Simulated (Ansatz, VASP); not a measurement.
# Y3Si2F: VASP beside Ansatz

```xyz
6
Lattice="3.5971 0.0000 0.0000 0.0000 3.5971 0.0000 0.0000 0.0000 10.3980" Properties=species:S:1:pos:R:3 pbc="T T T"
Y     1.7985    1.7985    5.5585
Y     1.7985    1.7985   10.1783
Y     0.0000    0.0000    2.4865
Si    1.7985    0.0000    7.8258
Si    0.0000    1.7985    7.8258
F     0.0000    0.0000    4.7806
```

Alike in both runs: functional PBE; k mesh 10 × 10 × 4; occupations gaussian, width 0.1 eV; no spin polarisation.

Ansatz relaxed the structure, and its values are those at the end. VASP's run is a single point on that final structure, the one shown.

|  | VASP | Ansatz |
| --- | --- | --- |
| version | VASP 6.6.1 | Ansatz 0.2.0 |
| potentials or method | VASP PAW PBE potentials, release 64 (Y_sv, Si, F), cutoff 520 eV | scalar-relativistic, plane waves, PAW |
| valence electrons in the cell | 48 | 48 |

Ansatz gave:

* gap on the k mesh at the Fermi level (eV): none
* pressure (GPa): 0.0
* rms of the force components (eV/Å): 0.003

Question: What did VASP give for the same quantities?

Answer: gap on the k mesh at the Fermi level (eV): none; pressure (GPa): -0.1; rms of the force components (eV/Å): 0.006.

A gap of «none» marks a metal or a gap that the smearing closes. The functional is the same, so the differences come from potentials, cutoffs and numerics.
